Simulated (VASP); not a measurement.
InP, 2 atoms in the cell. The structure is cubic, space group F-43m (No. 216). The conventional cell has a = 5.671 Å, b = 5.671 Å, c = 5.671 Å, α = 90.00°, β = 90.00°, γ = 90.00°. In (site symmetry -43m) has 4 P at 2.46 Å within 3.2 Å. Within 3.2 Å of P (site symmetry -43m) lie 4 In at 2.46 Å. 

* Program: VASP 6.6.1
* Task: single point
* Functional: LDA
* Potentials or basis: VASP PAW LDA potentials, release 64 (In_d, P)
* Cutoff: 520 eV
* k mesh: 8 × 8 × 8
* Occupations: gaussian, width 0.01 eV
* Spin: no spin polarisation
* Dipole correction: no
* Further INCAR settings: ALGO = Normal; EDIFF = 1e-06; NBANDS = 16

Potentials or basis: VASP PAW LDA potentials, release 64 (In_d, P).

Run with:

```console
$ cat potpaw_LDA.64/In_d/POTCAR potpaw_LDA.64/P/POTCAR > POTCAR
$ mpirun -np 1 vasp_std > vasp.out
```

Hardware: 1 thread of AMD EPYC 7571 (shared host).

Task: Estimate the wall time of this run.

Result: It took 33 s on 1 thread of AMD EPYC 7571, on a shared host, peak memory 0.12 GiB. Counts: scf iterations 13, k points 29.
